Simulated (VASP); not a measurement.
# Se (P3_121) in VASP: notebook

Runs on Se. Level: PBE+D3(BJ). Tasks: single point.

Everything below comes from runs of VASP 6.6.1. Logs are shortened: lines on timing, memory, paths and dates and some standing lists are left out, and cuts for length are marked.

**1. The cell of the first run**

It takes space group P3_121 (No. 152, trigonal). The conventional cell has a = 4.235 Å, b = 4.235 Å, c = 4.732 Å, α = 90.00°, β = 90.00°, γ = 120.00°. Se (site symmetry 2) has 2 Se at 2.40 Å within 3.2 Å.

**2. Single point, PBE+D3(BJ) (volume 24.498 Å^3 an atom, c/a of the conventional cell 1.1173)**

INCAR

```
SYSTEM = Se
PREC = Accurate ; ENCUT = 520
EDIFF = 1E-7 ; ISMEAR = 0
SIGMA = 0.05 ; LREAL = .FALSE.
LASPH = .TRUE. ; NELM = 100
ALGO = Normal ; ISIF = 2
LWAVE = .FALSE. ; LCHARG = .FALSE.
GGA = PE ; IVDW = 12
NBANDS = 16
```

KPOINTS

```
Automatic mesh
0
G
  12 12 8
  0 0 0
```

POSCAR

```
Se
1.0
    4.2349621168      0.0000000000      0.0000000000
   -2.1174810584      3.6675847772      0.0000000000
    0.0000000000      0.0000000000      4.7317231731
Se
3
Direct
    0.2473450684      0.0000000000      0.3333333333
    0.0000000000      0.2473450684      0.6666666667
    0.7526549316      0.7526549316      0.0000000000
```

Potentials or basis: VASP PAW PBE potentials, release 64 (Se).

Started as:

```
> cat potpaw_PBE.64/Se/POTCAR > POTCAR
> mpirun -np 1 vasp_std > vasp.out
```

OUTCAR:

```text
SYSTEM = Se
   PREC = Accurate
   ENCUT = 520
   EDIFF = 1E-7
   ISMEAR = 0
   LREAL = .FALSE.
   LASPH = .TRUE.
   NELM = 100
   ISIF = 2
   GGA = PE
   IVDW = 12
 IVDW          = 12

 ion  position               nearest neighbor table
   1  0.247  0.000  0.333-   3 2.40   2 2.40
   2  0.000  0.247  0.667-   3 2.40   1 2.40
   3  0.753  0.753  0.000-   2 2.40   1 2.40

  LATTYP: Found a hexagonal cell.
 ALAT       =     4.2349621168
 C/A-ratio  =     1.1173000000

  Lattice vectors:

 A1 = (   4.2349621168,   0.0000000000,   0.0000000000)
 A2 = (  -2.1174810584,   3.6675847772,   0.0000000000)
 A3 = (   0.0000000000,   0.0000000000,   4.7317231731)

Analysis of symmetry for initial positions (statically):
=====================================================================
 Subroutine PRICEL returns:
 Original cell was already a primitive cell.

 Routine SETGRP: Setting up the symmetry group for a
 hexagonal supercell.

 Subroutine GETGRP returns: Found  6 space group operations
 (whereof  2 operations were pure point group operations)
 out of a pool of 24 trial point group operations.

The static configuration has the point symmetry C_2 .
 The point group associated with its full space group is D_3 .

Analysis of symmetry for dynamics (positions and initial velocities):
=====================================================================
 Subroutine PRICEL returns:
 Original cell was already a primitive cell.

 Routine SETGRP: Setting up the symmetry group for a
 hexagonal supercell.

 Subroutine GETGRP returns: Found  6 space group operations
 (whereof  2 operations were pure point group operations)
 out of a pool of 24 trial point group operations.

The dynamic configuration has the point symmetry C_2 .
 The point group associated with its full space group is D_3 .

 Subroutine INISYM returns: Found  6 space group operations
 (whereof  2 operations are pure point group operations),
 and found     1 'primitive' translations

----------------------------------------------------------------------------------------

                                     Primitive cell

  volume of cell :      73.4935

  direct lattice vectors                    reciprocal lattice vectors
     4.234962117  0.000000000  0.000000000     0.236129621  0.136329500  0.000000000
    -2.117481058  3.667584777  0.000000000     0.000000000  0.272659001  0.000000000
     0.000000000  0.000000000  4.731723173     0.000000000  0.000000000  0.211339498

  length of vectors
     4.234962117  4.234962117  4.731723173     0.272659001  0.272659001  0.211339498

[... 86 lines left out ...]
   IBRION =     -1    ionic relax: 0-MD 1-quasi-New 2-CG
   NFREE  =      0    steps in history (QN), initial steepest desc. (CG)
   ISIF   =      2    stress and relaxation
   ISYM   =      2    0-nonsym 1-usesym 2-fastsym
   POTIM  = 0.5000    time-step for ionic-motion
   TEBEG  =    0.0;   TEEND  =   0.0 temperature during run
   PSTRESS=    0.0 pullay stress
   NELECT =      18.0000    total number of electrons
   NUPDOWN=      -1.0000    fix difference up-down
   EMIN   =  10.00;   EMAX   =-10.00  energy-range for DOS
   EFERMI =   0.00;   METHOD = LEGACY
   ISMEAR =     0;   SIGMA  =   0.05  broadening in eV -4-tet -1-fermi 0-gaus
   EFERMI_NEDOS =   21; number of points for ismear=-14 and -15
   IALGO  =     38    algorithm
   IMIX   =      4    mixing-type and parameters
     AMIX     =   0.40;   BMIX     =  1.00
     AMIX_MAG =   1.60;   BMIX_MAG =  1.00
  volume/ion in A,a.u.               =      24.50       165.32
  Fermi-wavevector in a.u.,A,eV,Ry     =   1.024274  1.935597 14.274368  1.049136
  Thomas-Fermi vector in A             =   2.158052
   LORBIT       =      0    0 simple, 1 ext, 2 COOP (PROOUT), +10 PAW based schemes
   GGA     = PE    functional components
   LHFCALC =     F    Hartree Fock is set to
   AEXX    =    0.0000 exact exchange contribution
   IVDW    =    12    specifies the selected vdW correction
   LEPSILON=     F    determine dielectric tensor
   LRPA    =     F    only Hartree local field effects (RPA)
 non-spin polarized calculation
 Gauss-broadening in eV      SIGMA  =   0.05
  energy-cutoff  :      520.00
  volume of cell :       73.49
 maximum number of plane-waves:      2010
   NGX = 15   NGY = 15   NGZ = 17

 number of electron      18.0000001 magnetization

 Free energy of the ion-electron system (eV)
  ---------------------------------------------------
  ext. energy  EPLUGINS =         0.00000000
  ---------------------------------------------------
  free energy    TOTEN  =       -10.33503865 eV

  energy without entropy =      -10.33503865  energy(sigma->0) =      -10.33503865

 E-fermi :   4.1696     XC(G=0):  -9.3948

 val. band max:        3.9985149164   @ k =   0.5000   0.0000   0.5000
 cond. band min:       4.3376249624   @ k =   0.0000   0.0000   0.5000
 fundamental gap:      0.3391100460
 Fermi energy:         4.1695899689

 k-point     1 :       0.0000    0.0000    0.0000
  band No.  band energies     occupation
      1     -12.4332      2.00000
      2      -8.0099      2.00000
      3      -8.0099      2.00000
      4      -0.5013      2.00000
      5      -0.0420      2.00000
      6      -0.0420      2.00000
[... 433 lines left out ...]
      3      -7.3215      2.00000
      4      -1.1382      2.00000
      5      -0.6454      2.00000
      6      -0.1011      2.00000
[... 8 lines left out ...]
     15      11.4682      0.00000
     16      12.2289      0.00000

 [... further k-points ...]

------------------------ aborting loop because EDIFF is reached ----------------------------------------

 Edisp (eV)   -1.06601

 E8    (eV) :    -0.4399

  FORCE on cell =-STRESS in cart. coord.  units (eV):
  Direction    XX          YY          ZZ          XY          YZ          ZX
  --------------------------------------------------------------------------------------
  -------------------------------------------------------------------------------------
  Total       0.41069     0.41069     2.48662    -0.00000     0.00000     0.00000
  in kB       8.95314     8.95314    54.20891    -0.00000     0.00000     0.00000
  external pressure =       24.04 kB  Pullay stress =        0.00 kB

 VOLUME and BASIS-vectors are now :
 -----------------------------------------------------------------------------
  energy-cutoff  :      520.00
  volume of cell :       73.49
      direct lattice vectors                 reciprocal lattice vectors
     4.234962117  0.000000000  0.000000000     0.236129621  0.136329500  0.000000000
    -2.117481058  3.667584777  0.000000000     0.000000000  0.272659001  0.000000000
     0.000000000  0.000000000  4.731723173     0.000000000  0.000000000  0.211339498

 POSITION                                       TOTAL-FORCE (eV/Angst)
 -----------------------------------------------------------------------------------
      1.04750      0.00000      1.57724         0.136765     -0.000000      0.000000
     -0.52375      0.90716      3.15448        -0.068382      0.118442     -0.000000
      1.59373      2.76043      0.00000        -0.068382     -0.118442      0.000000
 -----------------------------------------------------------------------------------
    total drift:                               -0.000000     -0.000000      0.000000

  FREE ENERGIE OF THE ION-ELECTRON SYSTEM (eV)
  ---------------------------------------------------
  free  energy   TOTEN  =       -11.4010464491 eV

  energy  without entropy=      -11.4010464479  energy(sigma->0) =      -11.40104645
```

OSZICAR:

```text
N       E                     dE             d eps       ncg     rms          rms(c)
DAV:   1     0.801943965088E+02    0.80194E+02   -0.73470E+03  4192   0.946E+02
DAV:   2    -0.555978664165E+01   -0.85754E+02   -0.81481E+02  5616   0.155E+02
DAV:   3    -0.103681469057E+02   -0.48084E+01   -0.47933E+01  5056   0.418E+01
DAV:   4    -0.103982583404E+02   -0.30111E-01   -0.30106E-01  5792   0.393E+00
DAV:   5    -0.103984517710E+02   -0.19343E-03   -0.19343E-03  5240   0.307E-01    0.729E+00
DAV:   6    -0.103514837073E+02    0.46968E-01   -0.27994E-02  5408   0.107E+00    0.449E+00
DAV:   7    -0.103353707552E+02    0.16113E-01   -0.58927E-02  5152   0.152E+00    0.180E-01
DAV:   8    -0.103349206805E+02    0.45007E-03   -0.65481E-03  4864   0.500E-01    0.931E-02
DAV:   9    -0.103350014819E+02   -0.80801E-04   -0.21968E-04  5968   0.951E-02    0.323E-02
DAV:  10    -0.103350363235E+02   -0.34842E-04   -0.36733E-05  5176   0.410E-02    0.571E-03
DAV:  11    -0.103350386580E+02   -0.23345E-05   -0.49067E-06  5920   0.139E-02    0.304E-03
DAV:  12    -0.103350386776E+02   -0.19590E-07   -0.10008E-06  5536   0.639E-03    0.102E-03
DAV:  13    -0.103350386518E+02    0.25766E-07   -0.14506E-07  4712   0.234E-03
   1 F= -.11401046E+02 E0= -.11401046E+02  d E =-.121465E-08
```

It took 50 s on 1 thread of Intel Xeon 6975P-C (Granite Rapids), shared host; peak memory 0.26 GiB.

What came out:

```
Free energy                : -11.4010 eV
Pressure                   : 2.4 GPa
Largest force              : 0.137 eV/Å
Band gap on the k mesh     : 0.34 eV, indirect (least direct gap 1.41 eV)
Dispersion energy per atom : -0.355 eV
```

Forces on the atoms (eV/Å):
```
Se   0.137  0.000  0.000
Se  -0.068  0.118  0.000
Se  -0.068 -0.118  0.000
```

Stress tensor (GPa, compression positive):
```
0.90 0.00 0.00
0.00 0.90 0.00
0.00 0.00 5.42
```

**3. Single point, PBE+D3(BJ) (volume 24.498 Å^3 an atom, c/a of the conventional cell 1.1631)**

INCAR

```
ALGO = Normal ; EDIFF = 1E-6
ENCUT = 520 ; GGA = PE
ISIF = 2 ; ISMEAR = 0
IVDW = 12 ; LASPH = T
LCHARG = F ; LREAL = F
LWAVE = F ; NBANDS = 16
NELM = 80 ; PREC = Accurate
SIGMA = 0.05
```

KPOINTS

```
k-points
0
Gamma
  12 12 8
```

POSCAR

```
Se
1.0
    4.1786286486      0.0000000000      0.0000000000
   -2.0893143243      3.6187985626      0.0000000000
    0.0000000000      0.0000000000      4.8601629811
Se
3
Direct
    0.2473450684      0.0000000000      0.3333333333
    0.0000000000      0.2473450684      0.6666666667
    0.7526549316      0.7526549316      0.0000000000
```

Potentials or basis: VASP PAW PBE potentials, release 64 (Se).

Started as:

```
> cat potpaw_PBE.64/Se/POTCAR > POTCAR
> mpirun -np 1 vasp_std > vasp.out
```

It took 42 s on 1 thread of Intel Xeon 6975P-C (Granite Rapids), shared host; peak memory 0.27 GiB.

Results (log left out):

| Quantity | Value |
| --- | --- |
| Free energy | -11.4491 eV |
| Pressure | 1.7 GPa |
| Largest force | 0.091 eV/Å |
| Band gap on the k mesh | 0.55 eV, indirect (least direct gap 1.16 eV) |
| Dispersion energy per atom | -0.356 eV |

Forces in eV/Å, atoms in the order of the input:
```
Se   0.091  0.000  0.000
Se  -0.045  0.079  0.000
Se  -0.045 -0.079  0.000
```

Stress tensor (GPa, compression positive):
```
0.62 0.00 0.00
0.00 0.62 0.00
0.00 0.00 3.89
```

Levels at points of the mesh, in eV from the valence-band top:
| k point | band 7 | band 8 | band 9 | band 10 | band 11 | band 12 |
| --- | --- | --- | --- | --- | --- | --- |
| (0.00, 0.00, 0.00) | -2.29 | -2.29 | -0.83 | 1.50 | 1.50 | 1.60 |
| (0.50, 0.00, 0.00) | -3.48 | -1.70 | -1.17 | 1.46 | 1.62 | 4.15 |
| (0.00, 0.00, 0.50) | -1.84 | -1.84 | -1.46 | 0.55 | 0.55 | 0.88 |
| (0.50, 0.00, 0.50) | -2.66 | -1.98 | 0.00 | 1.68 | 2.64 | 2.66 |

 A k mesh can miss the band edges.

(Continued in part 2 of 2.)
